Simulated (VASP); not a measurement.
Here is a VASP 6.6.1 calculation.

Contents of INCAR:

```
SYSTEM = SiC3
PREC = Accurate ; ENCUT = 1300
EDIFF = 1E-6 ; ISMEAR = 0
SIGMA = 0.1 ; LREAL = .FALSE.
LASPH = .TRUE. ; NELM = 200
ALGO = Normal ; ISIF = 2
LWAVE = .FALSE. ; LCHARG = .FALSE.
ISPIN = 2 ; MAGMOM = 0 1 1 1
LORBIT = 11 ; GGA = PE
NBANDS = 20 ; GGA_COMPAT = .FALSE.
```

The input KPOINTS:

```
regular mesh
0
G
  6 6 6
  0 0 0
```

POSCAR

```
SiC3
1.0
    3.5756617821      0.0000000000      0.0000000000
    0.0000000000      3.5756617821      0.0000000000
    0.0000000000      0.0000000000      3.4043554892
Si C
1 3
Direct
    0.0000000000      0.0000000000      0.0000000000
    0.5000000000      0.5000000000      0.1987646050
    0.0000000000      0.0000000000      0.5000000000
    0.5000000000      0.5000000000      0.8012353950
```

Potentials or basis: VASP PAW PBE potentials, release 64 (Si, C_h).

Command:

```bash
$ cat potpaw_PBE.64/Si/POTCAR potpaw_PBE.64/C_h/POTCAR > POTCAR
$ mpirun -np 1 vasp_std > vasp.out
```

Task: Estimate the band gap on the k mesh.

Result: Zero (filled and empty bands overlap).

Task: What does it give for the net moment?

Result: 0.00 μB per cell.

Task: Predict the pressure.

Result: 0.0 GPa.

Task: Estimate the largest force.

Result: 0.017 eV/Å.

Forces in eV/Å, atoms in the order of the input:
```
Si   0.000  0.000  0.000
C    0.000  0.000 -0.017
C    0.000  0.000  0.000
C    0.000  0.000  0.017
```
